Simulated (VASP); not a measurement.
A run of VASP 6.6.1 is set up as follows.

File POSCAR:

```
Be
1.0
    0.0000000000      1.5948182637      1.5948182637
    1.5948182637      0.0000000000      1.5948182637
    1.5948182637      1.5948182637      0.0000000000
Be
1
Direct
    0.0000000000      0.0000000000      0.0000000000
```

INCAR.step1

```
ALGO     = Normal         # electronic algorithm
EDIFF    = 1E-4           # SCF threshold, eV
ENCUT    = 600            # plane-wave cutoff, eV
GGA      = PE             # functional
ISMEAR   = -1             # smearing method
LASPH    = T              # aspherical terms in the spheres
LCHARG   = F              # write CHGCAR
LREAL    = F              # projectors in reciprocal space
LWAVE    = T              # write WAVECAR
NELM     = 60             # most SCF steps
PREC     = Accurate       # precision mode
SIGMA    = 0.1            # smearing width, eV
```

The input INCAR.step2:

```
ALGO     = Normal         # electronic algorithm
EDIFF    = 1E-6           # SCF threshold, eV
EDIFFG   = -0.01          # ionic threshold
ENCUT    = 600            # plane-wave cutoff, eV
IBRION   = 2              # ionic algorithm
ISIF     = 3              # what is computed and relaxed
ISMEAR   = -1             # smearing method
ISTART   = 1            
LASPH    = T              # aspherical terms in the spheres
LCHARG   = F              # write CHGCAR
LMIXTAU  = T            
LREAL    = F              # projectors in reciprocal space
LWAVE    = F              # write WAVECAR
METAGGA  = R2SCAN         # meta-GGA
NELM     = 60             # most SCF steps
NSW      = 80             # ionic steps
PREC     = Accurate       # precision mode
SIGMA    = 0.1            # smearing width, eV
```

File KPOINTS:

```
k-points
0
Gamma
  17 17 17
```

Potentials or basis: VASP PAW PBE potentials, release 64 (Be).

Launch:

```sh
$ cat potpaw_PBE.64/Be/POTCAR > POTCAR
$ cp INCAR.step1 INCAR
$ mpirun -np 1 vasp_std > vasp.out
$ cp INCAR.step2 INCAR
$ mpirun -np 1 vasp_std > vasp.out
```

Problem. Predict the space group after relaxing (to 0.1 Å).

Solution. Fm-3m (No. 225).

Problem. What does it give for the band gap on the k mesh?

Solution. Zero (bands 1 and 2 overlap by 0.20 eV).

Problem. What does it give for the relaxed cell?

Solution. a = 2.236 Å, b = 2.236 Å, c = 2.236 Å, α = 60.00°, β = 60.00°, γ = 60.00°.

Problem. What does it give for the relaxed volume?

Solution. 7.90 Å³/atom.

Final structure:
```
CELL_PARAMETERS angstrom
0.00000 1.58076 1.58076
1.58076 0.00000 1.58076
1.58076 1.58076 0.00000
ATOMIC_POSITIONS crystal
Be 0.00000 0.00000 0.00000
```

Caveat: the PAW data sets were made with another functional, which shifts forces and pressure a little.
